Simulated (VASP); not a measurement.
Here is a VASP 6.6.1 calculation.

File INCAR:

```
SYSTEM = GaN
PREC = Accurate ; ENCUT = 520
EDIFF = 1E-7 ; ISMEAR = 0
SIGMA = 0.05 ; LREAL = .FALSE.
LASPH = .TRUE. ; NELM = 100
ALGO = Normal ; ISIF = 2
LWAVE = .FALSE. ; LCHARG = .FALSE.
GGA = PS ; NBANDS = 16
```

The input KPOINTS:

```
regular mesh
0
G
  10 10 10
  0 0 0
```

The input POSCAR:

```
GaN
1.0
    0.0422531364      2.2535006075      2.2535006075
    2.2535006075      0.0422531364      2.2535006075
    2.2957537439      2.2957537439      0.0000000000
Ga N
1 1
Direct
    0.0000000000      0.0000000000      0.0000000000
    0.7500000000      0.7500000000      0.7500000000
```

Potentials or basis: VASP PAW PBE potentials, release 64 (Ga_d, N).

The run is started by

```sh
$ cat potpaw_PBE.64/Ga_d/POTCAR potpaw_PBE.64/N/POTCAR > POTCAR
$ mpirun -np 1 vasp_std > vasp.out
```

(1) Estimate the largest force.

(2) What does it give for the pressure?

(3) Predict the band gap on the k mesh.

## Answers

(1) 0.297 eV/Å.

(2) -1.0 GPa.

(3) 1.58 eV, direct.

Caveat: the cell differs from its parent crystal (strain +0.0375 x Voigt [0, 0, 0, 0, 0, 1]); the PAW data sets were made with another functional, which shifts forces and pressure a little.
